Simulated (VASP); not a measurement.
# B (P6_3/mmc) in VASP: notebook

Runs on B. Level: PBE. Tasks: single point, relaxation of cell and atoms.

The COD entry that gives the cell may itself be a prediction, so a difference from it is no test against experiment.

Program: VASP 6.6.1. These are calculated values, not measurements. Logs are shortened: lines on timing, memory, paths and dates and some standing lists are left out, and cuts for length are marked.

## (1) The cell of the first run

Symmetry: P6_3/mmc, No. 194, hexagonal system. The conventional cell has a = 2.990 Å, b = 2.990 Å, c = 8.181 Å, α = 90.00°, β = 90.00°, γ = 120.00°. B (site symmetry 3m) has 5 B at 1.73 to 2.06 Å within 2.3 Å. B (site symmetry 3m) has 4 B at 1.73 to 1.92 Å within 2.3 Å.

## (2) Single point, PBE

The input, INCAR:

```
SYSTEM = B
ALGO = Normal
EDIFF = 1E-6
ENCUT = 520
GGA = PE
ISIF = 2
ISMEAR = 0
LASPH = .True.
LCHARG = .True.
LELF = .True.
LREAL = .False.
LVHAR = .True.
LWAVE = .False.
NBANDS = 22
NELM = 100
PREC = Accurate
SIGMA = 0.1
```

The input, KPOINTS:

```
k-points
0
Gamma
  9 9 2
  0 0 0
```

The input, POSCAR:

```
B
1.0
    2.9904747640     -0.0000000001      0.0000000000
   -1.4952373819      2.5898271150      0.0000000000
    0.0000000000      0.0000000000      8.1806715331
B
8
Direct
    0.0000000000      0.0000000000      0.1243896626
    0.0000000000      0.0000000000      0.6243896626
    0.0000000000      0.0000000000      0.3756103374
    0.0000000000      0.0000000000      0.8756103374
    0.3333333333      0.6666666667      0.1328483889
    0.6666666667      0.3333333333      0.6328483889
    0.3333333333      0.6666666667      0.3671516111
    0.6666666667      0.3333333333      0.8671516111
```

Potentials or basis: VASP PAW PBE potentials, release 64 (B).

Command:

```
> cat potpaw_PBE.64/B/POTCAR > POTCAR
> mpirun -np 1 vasp_std > vasp.out
```

OUTCAR:

```text
SYSTEM = B
   EDIFF = 1E-6
   ENCUT = 520
   GGA = PE
   ISIF = 2
   ISMEAR = 0
   LASPH = .True.
   LREAL = .False.
   NELM = 100
   PREC = Accurate

 ion  position               nearest neighbor table
   1  0.000  0.000  0.124-   5 1.73   5 1.73   5 1.73   4 2.04   3 2.06
   2  0.000  0.000  0.624-   6 1.73   6 1.73   6 1.73   3 2.04   4 2.06
   3  0.000  0.000  0.376-   7 1.73   7 1.73   7 1.73   2 2.04   1 2.06
   4  0.000  0.000  0.876-   8 1.73   8 1.73   8 1.73   1 2.04   2 2.06
   5  0.333  0.667  0.133-   1 1.73   1 1.73   1 1.73   7 1.92
   6  0.667  0.333  0.633-   2 1.73   2 1.73   2 1.73   8 1.92
   7  0.333  0.667  0.367-   3 1.73   3 1.73   3 1.73   5 1.92
   8  0.667  0.333  0.867-   4 1.73   4 1.73   4 1.73   6 1.92

  LATTYP: Found a hexagonal cell.
 ALAT       =     2.9904747640
 C/A-ratio  =     2.7355761806

  Lattice vectors:

 A1 = (   2.9904747640,  -0.0000000001,   0.0000000000)
 A2 = (  -1.4952373819,   2.5898271150,   0.0000000000)
 A3 = (   0.0000000000,   0.0000000000,   8.1806715331)

Analysis of symmetry for initial positions (statically):
=====================================================================
 Subroutine PRICEL returns:
 Original cell was already a primitive cell.

 Routine SETGRP: Setting up the symmetry group for a
 hexagonal supercell.

 Subroutine GETGRP returns: Found 24 space group operations
 (whereof 12 operations were pure point group operations)
 out of a pool of 24 trial point group operations.

The static configuration has the point symmetry D_3d.
 The point group associated with its full space group is D_6h.

Analysis of symmetry for dynamics (positions and initial velocities):
=====================================================================
 Subroutine PRICEL returns:
 Original cell was already a primitive cell.

 Routine SETGRP: Setting up the symmetry group for a
 hexagonal supercell.

 Subroutine GETGRP returns: Found 24 space group operations
 (whereof 12 operations were pure point group operations)
 out of a pool of 24 trial point group operations.

The dynamic configuration has the point symmetry D_3d.
 The point group associated with its full space group is D_6h.

 Subroutine INISYM returns: Found 24 space group operations
 (whereof 12 operations are pure point group operations),
 and found     1 'primitive' translations

----------------------------------------------------------------------------------------

                                     Primitive cell

  volume of cell :      63.3578

  direct lattice vectors                    reciprocal lattice vectors
     2.990474764 -0.000000000  0.000000000     0.334395064  0.193063080  0.000000000
    -1.495237382  2.589827115  0.000000000     0.000000000  0.386126160  0.000000000
     0.000000000  0.000000000  8.180671533     0.000000000  0.000000000  0.122239354

  length of vectors
     2.990474764  2.990474764  8.180671533     0.386126160  0.386126160  0.122239354

  position of ions in fractional coordinates (direct lattice)
     0.000000000  0.000000000  0.124389663
     0.000000000  0.000000000  0.624389663
     0.000000000  0.000000000  0.375610337
     0.000000000  0.000000000  0.875610337
     0.333333333  0.666666667  0.132848389
     0.666666667  0.333333333  0.632848389
     0.333333333  0.666666667  0.367151611
     0.666666667  0.333333333  0.867151611

  ion indices of the primitive-cell ions
   primitive index   ion index
                 1           1
                 2           2
                 3           3
                 4           4
                 5           5
                 6           6
                 7           7
                 8           8

----------------------------------------------------------------------------------------

 KPOINTS: k-points

Automatic generation of k-mesh.
 Grid dimensions read from file:
 generate k-points for:    9    9    2

 Generating k-lattice:

  Cartesian coordinates                     Fractional coordinates (reciprocal lattice)
     0.037155007  0.021451453  0.000000000     0.111111111 -0.000000000  0.000000000
     0.000000000  0.042902907  0.000000000     0.000000000  0.111111111  0.000000000
     0.000000000  0.000000000  0.061119677     0.000000000  0.000000000  0.500000000

  Length of vectors
     0.042902907  0.042902907  0.061119677

  Shift w.r.t. Gamma in fractional coordinates (k-lattice)
     0.000000000  0.000000000  0.000000000

 Subroutine IBZKPT returns following result:
 ===========================================

 Found     24 irreducible k-points:

 Following reciprocal coordinates:
            Coordinates               Weight
  0.000000  0.000000  0.000000      1.000000
  0.111111  0.000000  0.000000      6.000000
  0.222222  0.000000  0.000000      6.000000
  0.333333  0.000000  0.000000      6.000000
  0.444444  0.000000  0.000000      6.000000
  0.111111  0.111111  0.000000      6.000000
[... 16 lines left out ...]
  0.333333  0.222222  0.500000     12.000000
  0.333333  0.333333  0.500000      2.000000
   k-points           NKPTS =     24   k-points in BZ     NKDIM =     24   number of bands    NBANDS=     22
   number of dos      NEDOS =    301   number of ions     NIONS =      8
   total plane-waves  NPLWV =  36864
   dimension x,y,z NGX =    24 NGY =   24 NGZ =   64
   dimension x,y,z NGXF=    48 NGYF=   48 NGZF=  128
   ions per type =               8
   NGX,Y,Z   is equivalent  to a cutoff of  13.34, 13.34, 13.01 a.u.
   NGXF,Y,Z  is equivalent  to a cutoff of  26.68, 26.68, 26.01 a.u.
 SYSTEM =  B
   PREC   = accura    normal or accurate (medium, high low for compatibility)
   ISTART =      0    job   : 0-new  1-cont  2-samecut
   ICHARG =      2    charge: 1-file 2-atom 10-const
   ISPIN  =      1    spin polarized calculation?
   LNONCOLLINEAR =      F non collinear calculations
   LSORBIT =      F    spin-orbit coupling
   LASPH  =      T    aspherical Exc in radial PAW
   ENCUT  =  520.0 eV  38.22 Ry    6.18 a.u.   5.56  5.56 15.21*2*pi/ulx,y,z
   NELM   =    100;   NELMIN=  2; NELMDL= -5     # of ELM steps
   EDIFF  = 0.1E-05   stopping-criterion for ELM
   LREAL  =      F    real-space projection
   EDIFFG = 0.1E-04   stopping-criterion for IOM
   NSW    =      0    number of steps for IOM
   IBRION =     -1    ionic relax: 0-MD 1-quasi-New 2-CG
   NFREE  =      0    steps in history (QN), initial steepest desc. (CG)
   ISIF   =      2    stress and relaxation
   ISYM   =      2    0-nonsym 1-usesym 2-fastsym
   POTIM  = 0.5000    time-step for ionic-motion
   TEBEG  =    0.0;   TEEND  =   0.0 temperature during run
   PSTRESS=    0.0 pullay stress
   NELECT =      24.0000    total number of electrons
   NUPDOWN=      -1.0000    fix difference up-down
   EMIN   =  10.00;   EMAX   =-10.00  energy-range for DOS
   EFERMI =   0.00;   METHOD = LEGACY
   ISMEAR =     0;   SIGMA  =   0.10  broadening in eV -4-tet -1-fermi 0-gaus
   EFERMI_NEDOS =   21; number of points for ismear=-14 and -15
   IALGO  =     38    algorithm
   IMIX   =      4    mixing-type and parameters
     AMIX     =   0.40;   BMIX     =  1.00
     AMIX_MAG =   1.60;   BMIX_MAG =  1.00
  volume/ion in A,a.u.               =       7.92        53.44
  Fermi-wavevector in a.u.,A,eV,Ry     =   1.184528  2.238433 19.090420  1.403106
  Thomas-Fermi vector in A             =   2.320740
   LORBIT       =      0    0 simple, 1 ext, 2 COOP (PROOUT), +10 PAW based schemes
   GGA     = PE    functional components
   LHFCALC =     F    Hartree Fock is set to
   AEXX    =    0.0000 exact exchange contribution
   IVDW    =     0    specifies the selected vdW correction
   LEPSILON=     F    determine dielectric tensor
   LRPA    =     F    only Hartree local field effects (RPA)
 non-spin polarized calculation
 Gauss-broadening in eV      SIGMA  =   0.10
  energy-cutoff  :      520.00
  volume of cell :       63.36
 maximum number of plane-waves:      1734
 NGX is ok and might be reduce to    24
   NGX = 11   NGY = 11   NGZ = 31

 number of electron      24.0000000 magnetization

 Free energy of the ion-electron system (eV)
  ---------------------------------------------------
  ext. energy  EPLUGINS =         0.00000000
  ---------------------------------------------------
  free energy    TOTEN  =       -46.89157671 eV

  energy without entropy =      -46.87211130  energy(sigma->0) =      -46.88184401

 E-fermi :   4.8189     XC(G=0): -11.4127

 val. band max:        4.8185123636   @ k =   0.4444   0.0000   0.5000
 cond. band min:       4.8296901881   @ k =   0.4444   0.0000   0.5000
 fundamental gap:      0.0111778244
 Fermi energy:         4.8189447489

 k-point     1 :       0.0000    0.0000    0.0000
  band No.  band energies     occupation
      1      -9.0667      2.00000
      2      -7.5833      2.00000
      3      -6.8711      2.00000
      4      -2.1379      2.00000
      5      -1.5099      2.00000
      6       4.3659      2.00000
[... 14 lines left out ...]
     21      12.2911      0.00000
     22      13.2314      0.00000

 k-point     2 :       0.1111    0.0000    0.0000
  band No.  band energies     occupation
      1      -8.8507      2.00000
      2      -7.3711      2.00000
      3      -6.6542      2.00000
      4      -1.9068      2.00000
      5      -1.3425      2.00000
      6       3.2103      2.00000
[... 14 lines left out ...]
     21      12.8680      0.00000
     22      13.3381      0.00000

 k-point     3 :       0.2222    0.0000    0.0000
  band No.  band energies     occupation
      1      -8.2060      2.00000
      2      -6.7398      2.00000
      3      -6.0075      2.00000
      4      -1.2411      2.00000
      5      -0.8449      2.00000
      6       0.9429      2.00000
[... 14 lines left out ...]
     21      13.9187      0.00000
     22      14.6512      0.00000

 k-point     4 :       0.3333    0.0000    0.0000
  band No.  band energies     occupation
      1      -7.1459      2.00000
      2      -5.7131      2.00000
      3      -4.9462      2.00000
      4      -1.4644      2.00000
      5      -0.5942      2.00000
      6      -0.0635      2.00000
[... 14 lines left out ...]
     21      13.6638      0.00000
     22      17.0151      0.00000

 k-point     5 :       0.4444    0.0000    0.0000
  band No.  band energies     occupation
      1      -5.7273      2.00000
      2      -4.5152      2.00000
      3      -3.5374      2.00000
      4      -3.3895      2.00000
      5      -2.2963      2.00000
      6      -1.4655      2.00000
[... 14 lines left out ...]
     21      13.0208      0.00000
     22      17.2965      0.00000

 k-point     6 :       0.1111    0.1111    0.0000
  band No.  band energies     occupation
      1      -8.4203      2.00000
      2      -6.9492      2.00000
      3      -6.2224      2.00000
      4      -1.4555      2.00000
      5      -1.0099      2.00000
      6       1.8944      2.00000
[... 14 lines left out ...]
     21      13.1158      0.00000
     22      13.8086      0.00000

 k-point     7 :       0.2222    0.1111    0.0000
  band No.  band energies     occupation
      1      -7.5674      2.00000
      2      -6.1179      2.00000
      3      -5.3678      2.00000
      4      -0.6961      2.00000
      5      -0.3581      2.00000
      6      -0.1541      2.00000
[... 324 lines left out ...]
      6      -1.8077      2.00000
[... 14 lines left out ...]
     21      15.3903      0.00000
     22      15.3903      0.00000

 k-point    21 :       0.4444    0.1111    0.5000
  band No.  band energies     occupation
      1      -4.6645      2.00000
      2      -4.6645      2.00000
      3      -3.6832      2.00000
      4      -3.6832      2.00000
      5      -0.9640      2.00000
      6      -0.9640      2.00000
[... 14 lines left out ...]
     21      15.5880      0.00000
     22      15.5880      0.00000

 k-point    22 :       0.2222    0.2222    0.5000
  band No.  band energies     occupation
      1      -6.0897      2.00000
      2      -6.0897      2.00000
      3      -2.5273      2.00000
      4      -2.5273      2.00000
      5      -1.0500      2.00000
      6      -1.0500      2.00000
[... 14 lines left out ...]
     21      14.1417      0.00000
     22      14.1417      0.00000

 k-point    23 :       0.3333    0.2222    0.5000
  band No.  band energies     occupation
      1      -4.7231      2.00000
      2      -4.7231      2.00000
      3      -2.8104      2.00000
      4      -2.8104      2.00000
      5      -1.1846      2.00000
      6      -1.1846      2.00000
[... 14 lines left out ...]
     21      15.3991      0.00000
     22      15.3991      0.00000

 k-point    24 :       0.3333    0.3333    0.5000
  band No.  band energies     occupation
      1      -3.5813      2.00000
      2      -3.5813      2.00000
      3      -3.3634      2.00000
      4      -3.3634      2.00000
      5      -1.7248      2.00000
      6      -1.7248      2.00000
[... 14 lines left out ...]
     21      16.4532      0.00000
     22      16.4533      0.00000

------------------------ aborting loop because EDIFF is reached ----------------------------------------

  FORCE on cell =-STRESS in cart. coord.  units (eV):
  Direction    XX          YY          ZZ          XY          YZ          ZX
  --------------------------------------------------------------------------------------
  -------------------------------------------------------------------------------------
  Total        0.0387006      0.0387006     -0.0657732      0.0000000      0.0000000     -0.0000000
  in kB        0.9786524      0.9786524     -1.6632573      0.0000000      0.0000000     -0.0000000
  external PRESSURE =       0.0980159 kB  Pullay stress =       0.0000000 kB

 VOLUME and BASIS-vectors are now :
 -----------------------------------------------------------------------------
  energy-cutoff  :      520.00
  volume of cell :       63.36
      direct lattice vectors                 reciprocal lattice vectors
     2.990474764 -0.000000000  0.000000000     0.334395064  0.193063080  0.000000000
    -1.495237382  2.589827115  0.000000000     0.000000000  0.386126160  0.000000000
     0.000000000  0.000000000  8.180671533     0.000000000  0.000000000  0.122239354

 POSITION                                       TOTAL-FORCE (eV/Angst)
 -----------------------------------------------------------------------------------
      0.00000      0.00000      1.01759        -0.000000      0.000000     -0.004823
      0.00000      0.00000      5.10793        -0.000000     -0.000000     -0.004823
      0.00000      0.00000      3.07274        -0.000000      0.000000      0.004823
      0.00000      0.00000      7.16308         0.000000     -0.000000      0.004823
     -0.00000      1.72655      1.08679        -0.000000     -0.000000     -0.003124
      1.49524      0.86328      5.17712         0.000000     -0.000000     -0.003124
     -0.00000      1.72655      3.00355        -0.000000     -0.000000      0.003124
      1.49524      0.86328      7.09388         0.000000      0.000000      0.003124
 -----------------------------------------------------------------------------------
    total drift:                                0.000000      0.000000      0.000000

  FREE ENERGIE OF THE ION-ELECTRON SYSTEM (eV)
  ---------------------------------------------------
  free  energy   TOTEN  =       -46.8915767124 eV

  energy  without entropy=      -46.8721113041  energy(sigma->0) =      -46.88184401
```

Wall time 84 s (1 thread of AMD EPYC 7R13, shared host); peak memory 0.15 GiB.

Results:

```
Free energy            : -46.8916 eV
Pressure               : 0.0 GPa
Largest force          : 0.005 eV/Å
Band gap on the k mesh : zero (band 12 reaches 6.84 eV, above the bottom of band 13 at 2.90 eV)
```

Forces on the atoms (eV/Å):
```
B    0.000  0.000 -0.005
B    0.000  0.000 -0.005
B    0.000  0.000  0.005
B    0.000  0.000  0.005
B    0.000  0.000 -0.003
B    0.000  0.000 -0.003
B    0.000  0.000  0.003
B    0.000  0.000  0.003
```

Stress tensor (GPa, compression positive):
```
 0.10  0.00  0.00
 0.00  0.10  0.00
 0.00  0.00 -0.17
```

Caveat: the k points lie up to 0.38 Å⁻¹ apart.

(Continued in part 2 of 2.)
